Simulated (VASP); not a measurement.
# Hf (Immm) in VASP: a series of runs

Hf is run at these levels: PBEsol; tasks: single point.

Program: VASP 6.6.1. These are calculated values, not measurements. Logs are shortened: lines on timing, memory, paths and dates and some standing lists are left out, and cuts for length are marked.

## (1) The cell of the first run

Symmetry: Immm, No. 71, orthorhombic system. The conventional cell has a = 3.077 Å, b = 3.202 Å, c = 4.440 Å, α = 90.00°, β = 90.00°, γ = 90.00°. Within 4.0 Å of Hf (site symmetry mmm) lie 12 Hf at 3.08 to 3.20 Å.

## (2) Single point, PBEsol

File INCAR:

```
SYSTEM = Hf
PREC = Accurate ; ENCUT = 520
EDIFF = 1E-6 ; ISMEAR = -1
SIGMA = 0.05 ; LREAL = .False.
LASPH = .True. ; NELM = 80
ALGO = Fast ; ISIF = 2
LWAVE = .False. ; LCHARG = .False.
GGA = PS ; NBANDS = 11
```

File KPOINTS:

```
Automatic mesh
0
Gamma
  9 9 9
  0 0 0
```

File POSCAR:

```
Hf
1.0
   -0.0444000000      2.2200000000      2.2200000000
    2.2200000000     -0.0444000000      2.2200000000
    2.1756000000      2.1756000000      0.0000000000
Hf
1
Direct
    0.0000000000      0.0000000000      0.0000000000
```

Potentials or basis: VASP PAW PBE potentials, release 64 (Hf_pv).

Run with:

```bash
cat potpaw_PBE.64/Hf_pv/POTCAR > POTCAR
mpirun -np 1 vasp_std > vasp.out
```

OUTCAR:

```text
SYSTEM = Hf
   PREC = Accurate
   ENCUT = 520
   EDIFF = 1E-6
   ISMEAR = -1
   LREAL = .False.
   LASPH = .True.
   NELM = 80
   ISIF = 2
   GGA = PS

 ion  position               nearest neighbor table
   1  0.000  0.000  0.000-

  LATTYP: Found a body centered orthorhombic cell.
 ALAT       =     3.0767630263
 B/A-ratio  =     1.0408163265
 C/A-ratio  =     1.4430750636

  Lattice vectors:

 A1 = (   0.0444000000,  -2.2200000000,  -2.2200000000)
 A2 = (  -0.0444000000,   2.2200000000,  -2.2200000000)
 A3 = (   2.2200000000,  -0.0444000000,   2.2200000000)

Analysis of symmetry for initial positions (statically):
=====================================================================
 Subroutine PRICEL returns:
 Original cell was already a primitive cell.

 Routine SETGRP: Setting up the symmetry group for a
 body centered orthorhombic supercell.

 Subroutine GETGRP returns: Found  8 space group operations
 (whereof  8 operations were pure point group operations)
 out of a pool of  8 trial point group operations.

The static configuration has the point symmetry D_2h.

Analysis of symmetry for dynamics (positions and initial velocities):
=====================================================================
 Subroutine PRICEL returns:
 Original cell was already a primitive cell.

 Routine SETGRP: Setting up the symmetry group for a
 body centered orthorhombic supercell.

 Subroutine GETGRP returns: Found  8 space group operations
 (whereof  8 operations were pure point group operations)
 out of a pool of  8 trial point group operations.

The dynamic configuration has the point symmetry D_2h.

 Subroutine INISYM returns: Found  8 space group operations
 (whereof  8 operations are pure point group operations),
 and found     1 'primitive' translations

----------------------------------------------------------------------------------------

                                     Primitive cell

  volume of cell :      21.8733

  direct lattice vectors                    reciprocal lattice vectors
    -0.044400000  2.220000000  2.220000000    -0.220809044  0.220809044  0.225225225
     2.220000000 -0.044400000  2.220000000     0.220809044 -0.220809044  0.225225225
     2.175600000  2.175600000  0.000000000     0.229821658  0.229821658 -0.225225225

  length of vectors
     3.139868048  3.139868048  3.076763026     0.385019052  0.385019052  0.395426847

  position of ions in fractional coordinates (direct lattice)
     0.000000000  0.000000000  0.000000000

  ion indices of the primitive-cell ions
   primitive index   ion index
                 1           1

----------------------------------------------------------------------------------------

 KPOINTS: Automatic mesh

Automatic generation of k-mesh.
 Grid dimensions read from file:
 generate k-points for:    9    9    9

 Generating k-lattice:

  Cartesian coordinates                     Fractional coordinates (reciprocal lattice)
    -0.024534338  0.024534338  0.025025025     0.111111111  0.000000000  0.000000000
     0.024534338 -0.024534338  0.025025025     0.000000000  0.111111111  0.000000000
     0.025535740  0.025535740 -0.025025025    -0.000000000 -0.000000000  0.111111111

  Length of vectors
     0.042779895  0.042779895  0.043936316

  Shift w.r.t. Gamma in fractional coordinates (k-lattice)
     0.000000000  0.000000000  0.000000000

 Subroutine IBZKPT returns following result:
 ===========================================

 Found    125 irreducible k-points:

 Following reciprocal coordinates:
            Coordinates               Weight
  0.000000  0.000000  0.000000      1.000000
  0.111111  0.000000  0.000000      4.000000
  0.222222 -0.000000  0.000000      4.000000
  0.333333  0.000000  0.000000      4.000000
  0.444444 -0.000000  0.000000      4.000000
  0.111111  0.111111  0.000000      2.000000
[... 16 lines left out ...]
 -0.333333  0.333333  0.000000      2.000000
  0.444444  0.444444  0.000000      2.000000
 [... further k-points ...]
   k-points           NKPTS =    125   k-points in BZ     NKDIM =    125   number of bands    NBANDS=     11
   number of dos      NEDOS =    301   number of ions     NIONS =      1
   total plane-waves  NPLWV =  13824
   dimension x,y,z NGX =    24 NGY =   24 NGZ =   24
   dimension x,y,z NGXF=    48 NGYF=   48 NGZF=   48
   ions per type =               1
   NGX,Y,Z   is equivalent  to a cutoff of  12.71, 12.71, 12.97 a.u.
   NGXF,Y,Z  is equivalent  to a cutoff of  25.41, 25.41, 25.94 a.u.
 SYSTEM =  Hf
   PREC   = accura    normal or accurate (medium, high low for compatibility)
   ISTART =      0    job   : 0-new  1-cont  2-samecut
   ICHARG =      2    charge: 1-file 2-atom 10-const
   ISPIN  =      1    spin polarized calculation?
   LNONCOLLINEAR =      F non collinear calculations
   LSORBIT =      F    spin-orbit coupling
   LASPH  =      T    aspherical Exc in radial PAW
   ENCUT  =  520.0 eV  38.22 Ry    6.18 a.u.   5.84  5.84  5.72*2*pi/ulx,y,z
   NELM   =     80;   NELMIN=  2; NELMDL= -5     # of ELM steps
   EDIFF  = 0.1E-05   stopping-criterion for ELM
   LREAL  =      F    real-space projection
   EDIFFG = 0.1E-04   stopping-criterion for IOM
   NSW    =      0    number of steps for IOM
   IBRION =     -1    ionic relax: 0-MD 1-quasi-New 2-CG
   NFREE  =      0    steps in history (QN), initial steepest desc. (CG)
   ISIF   =      2    stress and relaxation
   ISYM   =      2    0-nonsym 1-usesym 2-fastsym
   POTIM  = 0.5000    time-step for ionic-motion
   TEBEG  =    0.0;   TEEND  =   0.0 temperature during run
   PSTRESS=    0.0 pullay stress
   NELECT =      10.0000    total number of electrons
   NUPDOWN=      -1.0000    fix difference up-down
   EMIN   =  10.00;   EMAX   =-10.00  energy-range for DOS
   EFERMI =   0.00;   METHOD = LEGACY
   ISMEAR =    -1;   SIGMA  =   0.05  broadening in eV -4-tet -1-fermi 0-gaus
   EFERMI_NEDOS =   21; number of points for ismear=-14 and -15
   IALGO  =     68    algorithm
   IMIX   =      4    mixing-type and parameters
     AMIX     =   0.40;   BMIX     =  1.00
     AMIX_MAG =   1.60;   BMIX_MAG =  1.00
  volume/ion in A,a.u.               =      21.87       147.61
  Fermi-wavevector in a.u.,A,eV,Ry     =   1.261159  2.383245 21.640359  1.590522
  Thomas-Fermi vector in A             =   2.394632
   LORBIT       =      0    0 simple, 1 ext, 2 COOP (PROOUT), +10 PAW based schemes
   GGA     = PS    functional components
   LHFCALC =     F    Hartree Fock is set to
   AEXX    =    0.0000 exact exchange contribution
   IVDW    =     0    specifies the selected vdW correction
   LEPSILON=     F    determine dielectric tensor
   LRPA    =     F    only Hartree local field effects (RPA)
 non-spin polarized calculation
 RMM-DIIS sequential band-by-band and
  energy-cutoff  :      520.00
  volume of cell :       21.87
 maximum number of plane-waves:       606
   NGX = 11   NGY = 11   NGZ = 11

 number of electron      10.0000001 magnetization

 Free energy of the ion-electron system (eV)
  ---------------------------------------------------
  ext. energy  EPLUGINS =         0.00000000
  ---------------------------------------------------
  free energy    TOTEN  =       -10.42639859 eV

  energy without entropy =      -10.41051440  energy(sigma->0) =      -10.41845650

 E-fermi :   4.7717     XC(G=0): -11.4968

 val. band max:        4.7469417323   @ k =   0.4444   0.4444   0.3333
 cond. band min:       4.7836906102   @ k =   0.2222  -0.0000   0.1111
 fundamental gap:      0.0367488778
 Fermi energy:         4.7716989540

 k-point     1 :       0.0000    0.0000    0.0000
  band No.  band energies     occupation
      1     -25.1804      2.00000
      2     -25.1528      2.00000
      3     -25.1198      2.00000
      4      -2.5549      2.00000
      5       5.8200      0.00000
      6       6.0927      0.00000
      7       6.4610      0.00000
      8       9.0145      0.00000
      9       9.0193      0.00000
     10      16.1745      0.00000
     11      20.1095      0.00000

 k-point     2 :       0.1111    0.0000    0.0000
  band No.  band energies     occupation
      1     -25.2769      2.00000
      2     -25.1724      2.00000
      3     -25.1336      2.00000
      4      -2.1322      2.00000
      5       5.5290      0.00000
      6       6.1627      0.00000
      7       6.6445      0.00000
      8       8.8445      0.00000
      9       8.8658      0.00000
     10      17.0555      0.00000
     11      18.7583      0.00000

 k-point     3 :       0.2222   -0.0000    0.0000
  band No.  band energies     occupation
      1     -25.5342      2.00000
      2     -25.2008      2.00000
      3     -25.1681      2.00000
      4      -1.0213      2.00000
      5       4.8759      0.22124
      6       6.2858      0.00000
      7       6.8149      0.00000
      8       8.8765      0.00000
      9       8.9887      0.00000
     10      16.6497      0.00000
     11      19.1390      0.00000

 k-point     4 :       0.3333    0.0000    0.0000
  band No.  band energies     occupation
      1     -25.8153      2.00000
      2     -25.2317      2.00000
      3     -25.2070      2.00000
      4       0.2406      2.00000
      5       4.6544      1.82536
      6       6.0289      0.00000
      7       6.5354      0.00000
      8       9.7440      0.00000
      9      10.0061      0.00000
     10      15.2424      0.00000
     11      18.3364      0.00000
[... 239 lines left out ...]
 k-point    22 :      -0.4444    0.3333    0.0000
  band No.  band energies     occupation
      1     -25.8764      2.00000
      2     -25.6086      2.00000
      3     -25.3621      2.00000
      4       2.2086      2.00000
      5       3.0962      2.00000
      6       5.6839      0.00000
      7       9.0335      0.00000
      8      11.2529      0.00000
      9      11.7706      0.00000
     10      13.6757      0.00000
     11      17.9549      0.00000

 k-point    23 :      -0.3333    0.3333    0.0000
  band No.  band energies     occupation
      1     -25.7480      2.00000
      2     -25.7314      2.00000
      3     -25.3189      2.00000
      4       2.8346      2.00000
      5       3.2920      2.00000
      6       5.0824      0.00399
      7       8.3796      0.00000
      8      10.2162      0.00000
      9      10.9792      0.00000
     10      16.2370      0.00000
     11      16.6164      0.00000

 k-point    24 :       0.4444    0.4444    0.0000
  band No.  band energies     occupation
      1     -25.9541      2.00000
      2     -25.5062      2.00000
      3     -25.4075      2.00000
      4       1.3970      2.00000
      5       2.5892      2.00000
      6       7.0347      0.00000
      7      11.1277      0.00000
      8      11.1878      0.00000
      9      11.3560      0.00000
     10      15.0834      0.00000
     11      16.0275      0.00000

 [... further k-points ...]
[... 5 lines left out ...]
  --------------------------------------------------------------------------------------
  -------------------------------------------------------------------------------------
  Total       -0.1709331     -0.1709331     -0.2050328      0.3156950      0.0000000      0.0000000
  in kB      -12.5205008    -12.5205008    -15.0182317     23.1240115      0.0000000      0.0000000
  external PRESSURE =     -13.3530778 kB  Pullay stress =       0.0000000 kB

 VOLUME and BASIS-vectors are now :
 -----------------------------------------------------------------------------
  energy-cutoff  :      520.00
  volume of cell :       21.87
      direct lattice vectors                 reciprocal lattice vectors
    -0.044400000  2.220000000  2.220000000    -0.220809044  0.220809044  0.225225225
     2.220000000 -0.044400000  2.220000000     0.220809044 -0.220809044  0.225225225
     2.175600000  2.175600000  0.000000000     0.229821658  0.229821658 -0.225225225

 POSITION                                       TOTAL-FORCE (eV/Angst)
 -----------------------------------------------------------------------------------
      0.00000      0.00000      0.00000         0.000000      0.000000      0.000000
 -----------------------------------------------------------------------------------
    total drift:                                0.000000     -0.000000     -0.000000

  FREE ENERGIE OF THE ION-ELECTRON SYSTEM (eV)
  ---------------------------------------------------
  free  energy   TOTEN  =       -10.4263985934 eV

  energy  without entropy=      -10.4105144048  energy(sigma->0) =      -10.41845650
```

Run time: 68 s. Hardware: 1 thread of AMD EPYC 7R13, shared host; peak memory 0.13 GiB.

Results:

| Property | Result |
| --- | --- |
| Free energy | -10.4264 eV |
| Pressure | -1.3 GPa |
| Band gap on the k mesh | zero (band 5 reaches 5.86 eV, above the bottom of band 6 at 4.15 eV) |

Stress tensor (GPa, compression positive):
```
-1.25  2.31  0.00
 2.31 -1.25  0.00
 0.00  0.00 -1.50
```

Caveat: the PAW data sets were made with another functional, which shifts forces and pressure a little; spin-orbit coupling is left out, which moves the levels of the heavy elements.

## (3) Single point, PBEsol

File INCAR:

```
SYSTEM = Hf
PREC = Accurate
ENCUT = 520
EDIFF = 1E-7
ISMEAR = -1
SIGMA = 0.05
LREAL = .FALSE.
LASPH = .TRUE.
NELM = 80
ALGO = Fast
ISIF = 2
LWAVE = .FALSE.
LCHARG = .FALSE.
GGA = PS
NBANDS = 11
```

File KPOINTS:

```
Automatic mesh
0
G
  9 9 9
  0 0 0
```

File POSCAR:

```
Hf
1.0
   -0.0222000000      2.2200000000      2.2200000000
    2.2200000000     -0.0222000000      2.2200000000
    2.1978000000      2.1978000000      0.0000000000
Hf
1
Direct
    0.0000000000      0.0000000000      0.0000000000
```

Potentials or basis: VASP PAW PBE potentials, release 64 (Hf_pv).

Run with:

```bash
cat potpaw_PBE.64/Hf_pv/POTCAR > POTCAR
mpirun -np 1 vasp_std > vasp.out
```

It took 67 s on 1 thread of AMD EPYC 7R13, shared host; peak memory 0.13 GiB.

The run converged. Its results:

```yaml
Free_energy: -10.4311 eV
Pressure: -1.3 GPa
Band_gap_on_the_k_mesh: zero (band 5 reaches 5.97 eV, above the bottom of band 6 at 4.15 eV)
```

Stress tensor (GPa, compression positive):
```
-1.31  1.15  0.00
 1.15 -1.31  0.00
 0.00  0.00 -1.37
```

Levels at points of the mesh, in eV from the Fermi level:
```csv
k point,band 2,band 3,band 4,band 5,band 6,band 7,band 8,band 9
"(0.00, 0.00, 0.00)",-29.92,-29.91,-7.33,1.20,1.35,1.52,4.23,4.23
```

Caveat: the PAW data sets were made with another functional, which shifts forces and pressure a little; spin-orbit coupling is left out, which moves the levels of the heavy elements.

## (4) Single point, PBEsol

File INCAR:

```
SYSTEM = Hf
ALGO     = Normal         ! electronic algorithm
EDIFF    = 1E-7           ! SCF threshold, eV
ENCUT    = 520            ! plane-wave cutoff, eV
GGA      = PS             ! functional
ISIF     = 2              ! what is computed and relaxed
ISMEAR   = -1             ! smearing method
LASPH    = .TRUE.         ! aspherical terms in the spheres
LCHARG   = .FALSE.        ! write CHGCAR
LREAL    = .FALSE.        ! projectors in reciprocal space
LWAVE    = .FALSE.        ! write WAVECAR
NBANDS   = 11             ! bands
NELM     = 100            ! most SCF steps
PREC     = Accurate       ! precision mode
SIGMA    = 0.05           ! smearing width, eV
```

File KPOINTS:

```
k-points
0
G
  9 9 9
  0 0 0
```

File POSCAR:

```
Hf
1.0
   -0.0111000000      2.2200000000      2.2200000000
    2.2200000000     -0.0111000000      2.2200000000
    2.2089000000      2.2089000000      0.0000000000
Hf
1
Direct
    0.0000000000      0.0000000000      0.0000000000
```

Run with:

```bash
cat potpaw_PBE.64/Hf_pv/POTCAR > POTCAR
mpirun -np 1 vasp_std > vasp.out
```

It took 51 s on 1 thread of AMD EPYC 7R13, shared host; peak memory 0.13 GiB.

The run converged. Its results:

```yaml
Free_energy: -10.4322 eV
Pressure: -1.3 GPa
Band_gap_on_the_k_mesh: zero (band 5 reaches 6.05 eV, above the bottom of band 6 at 4.17 eV)
```

Stress tensor (GPa, compression positive):
```
-1.34  0.57  0.00
 0.57 -1.34  0.00
 0.00  0.00 -1.35
```

Levels at points of the mesh, in eV from the Fermi level:
```tsv
k point	band 3	band 4	band 5	band 6	band 7	band 8
(0.00, 0.00, 0.00)	-29.92	-7.33	1.28	1.36	1.44	4.23
```

Caveat: the PAW data sets were made with another functional, which shifts forces and pressure a little; spin-orbit coupling is left out, which moves the levels of the heavy elements.

(Part 1 of 2 ends here.)
